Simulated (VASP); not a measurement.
Input of a VASP 6.6.1 run:

Contents of INCAR:

```
SYSTEM = Te
ALGO = Normal ; EDIFF = 1E-6
ENCUT = 520 ; GGA = PS
ISIF = 2 ; ISMEAR = 0
LASPH = .TRUE. ; LCHARG = .FALSE.
LREAL = .FALSE. ; LWAVE = .FALSE.
NBANDS = 16 ; NELM = 100
PREC = Accurate ; SIGMA = 0.05
```

KPOINTS

```
k-points
0
G
  9 9 6
  0 0 0
```

The input POSCAR:

```
Te
1.0
    4.5059229529      0.0000000000      0.0000000000
   -2.2529614765      3.9022437447      0.0000000000
    0.0000000000      0.0000000000      5.8109437500
Te
3
Direct
    0.7382705241      0.0000000000      0.3333333333
    0.0000000000      0.7382705241      0.6666666667
    0.2617294759      0.2617294759      0.0000000000
```

Potentials or basis: VASP PAW PBE potentials, release 64 (Te).

Command:

```bash
$ cat potpaw_PBE.64/Te/POTCAR > POTCAR
$ mpirun -np 1 vasp_std > vasp.out
```

Predict the pressure.

0.3 GPa.

What does it give for the largest force?

0.363 eV/Å.

Predict the band gap on the k mesh.

0.29 eV, direct.

Forces in eV/Å, atoms in the order of the input:
```
Te  -0.363  0.000  0.000
Te   0.182 -0.315  0.000
Te   0.182  0.315  0.000
```

Caveat: the cell differs from its parent crystal (strained and its atoms moved); the PAW data sets were made with another functional, which shifts forces and pressure a little; spin-orbit coupling is left out, which moves the levels of the heavy elements. A k mesh can miss the band edges.
